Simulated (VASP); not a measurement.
Runs of VASP 6.6.1 on Mg. The structure is that of space group P6_3/mmc (No. 194), or close to it. The cells are those of the table. 

```tsv
task	cell	k mesh	cutoff (eV)	gap on the mesh (eV)	pressure (GPa)
relaxation of shape and atoms at fixed volume	relaxed from a = 2.999, b = 2.999, c = 4.855 Å, angles 90.0, 90.0, 120.0°, 2 atoms	18 × 18 × 10	600	none	9.2
relaxation of shape and atoms at fixed volume	relaxed from a = 2.951, b = 2.951, c = 4.776 Å, angles 90.0, 90.0, 120.0°, 2 atoms	18 × 18 × 10	600	none	13.0
relaxation of shape and atoms at fixed volume	relaxed from a = 3.090, b = 3.090, c = 5.010 Å, angles 90.0, 90.0, 120.0°, 2 atoms	16 × 16 × 10	600	none	3.7
single point	a = 2.903, b = 2.903, c = 4.688 Å, angles 90.0, 90.0, 120.0°, 2 atoms	18 × 18 × 10	520	none	17.7
single point	a = 2.851, b = 2.851, c = 4.604 Å, angles 90.0, 90.0, 120.0°, 2 atoms	18 × 18 × 10	520	none	(a)
```

Alike in all rows: level PBEsol; potentials or basis VASP PAW PBE potentials, release 64 (Mg); no spin polarisation; smearing gaussian 0.05 eV.

Question: Estimate the missing entries.

Answer: (a) 23.6.

Caveats: the PAW data sets were made with another functional, which shifts forces and pressure a little; the relaxation stopped at its first step, so nothing moved (some runs).

A gap of «none» marks levels without a gap at the run's occupations.
